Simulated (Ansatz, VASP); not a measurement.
**Zn in VASP and in Ansatz**

```
CELL_PARAMETERS angstrom
2.71706 0.00000 0.00000
-1.35853 2.35304 0.00000
0.00000 0.00000 5.04372
ATOMIC_POSITIONS crystal
Zn 0.33333 0.66667 0.25000
Zn 0.66667 0.33333 0.75000
```

Change from the starting cell: volume scaled by 1.06.

Alike in both runs: task single point; functional PBEsol; k mesh 18 × 18 × 8; occupations fermi-dirac, width 0.03 eV; no spin polarisation.

```csv
,VASP,Ansatz
version,VASP 6.6.1,Ansatz 0.2.0
potentials or method,"VASP PAW PBE potentials, release 64 (Zn), cutoff 520 eV","all-electron LAPW, scalar-relativistic"
```

Ansatz gave:

* pressure (GPa): -8.4
* traceless stress, the component that is largest in VASP (GPa): 1.97

Problem. Which values does VASP return?

Solution. Pressure (GPa): -8.1; traceless stress, the component that is largest in VASP (GPa): 1.86.

VASP's potentials were made for PBE, not for PBEsol. Ansatz ran all-electron here, and VASP with PAW potentials.
